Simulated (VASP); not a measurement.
A run of VASP 6.6.1 is set up as follows.

INCAR

```
PREC = Accurate ; ENCUT = 520
EDIFF = 1E-7 ; ISMEAR = 0
SIGMA = 0.15 ; LREAL = F
LASPH = T ; NELM = 60
ALGO = Normal ; ISIF = 2
LWAVE = F ; LCHARG = F
GGA = PE ; NBANDS = 9
```

The input KPOINTS:

```
regular mesh
0
Gamma
  18 18 10
```

POSCAR

```
Mg
1.0
    3.3376423938      0.0000000000      0.0000000000
   -1.6688211969      2.8904831018      0.0000000000
    0.0000000000      0.0000000000      5.2103300000
Mg
2
Direct
    0.3333333333      0.6666666667      0.2500000000
    0.6666666667      0.3333333333      0.7500000000
```

Potentials or basis: VASP PAW PBE potentials, release 64 (Mg).

Launch:

```bash
$ cat potpaw_PBE.64/Mg/POTCAR > POTCAR
$ mpirun -np 1 vasp_std > vasp.out
```

Problem. What does it give for the pressure?

Solution. -2.8 GPa.

Problem. What does it give for the band gap on the k mesh?

Solution. Zero (bands 2 and 3 overlap by 2.01 eV).

Stress tensor (GPa, compression positive):
```
-3.14  0.00  0.00
 0.00 -3.14  0.00
 0.00  0.00 -2.11
```

Caveat: the cell differs from its parent crystal (strain +0.040 along x and y, +0.000 along z).
